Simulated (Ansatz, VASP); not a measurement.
MgO in VASP and in Ansatz

```
Mg O
1.0
     3.45178    0.00000    0.00000
    -1.72589    2.98933    0.00000
     0.00000    0.00000    4.13965
Mg O
2 2
Direct
  0.66667 0.33333 0.75000
  0.33333 0.66667 0.25000
  0.66667 0.33333 0.25000
  0.33333 0.66667 0.75000
```

Alike in both runs: functional LDA; k mesh 9 × 9 × 6; occupations gaussian, width 0.02 eV; no spin polarisation.

Ansatz relaxed the structure, and its values are those at the end. VASP's run is a single point on that final structure, the one shown.

```csv
,VASP,Ansatz
version,VASP 6.6.1,Ansatz 0.2.0
potentials or method,"VASP PAW LDA potentials, release 64 (Mg, O), cutoff 600 eV","scalar-relativistic, plane waves, PAW"
valence electrons in the cell,16,32
```

|  | VASP | Ansatz | Ansatz less VASP |
| --- | --- | --- | --- |
| gap on the k mesh at the Fermi level (eV) | 3.48 | 3.49 | +0.009 |
| least direct gap on the mesh (eV) | 3.48 | 3.49 | +0.009 |
| pressure (GPa) | -2.1 | 0.0 | +2.09 |

Ansatz warns that its potentials were made for another functional, while VASP's fit it. LDA's correlation is that of Perdew and Zunger in VASP and of Perdew and Wang (1992) in Ansatz. VASP's potentials hold 16 valence electrons a cell and Ansatz's 32, so a difference there can come from the potentials and not from the codes.
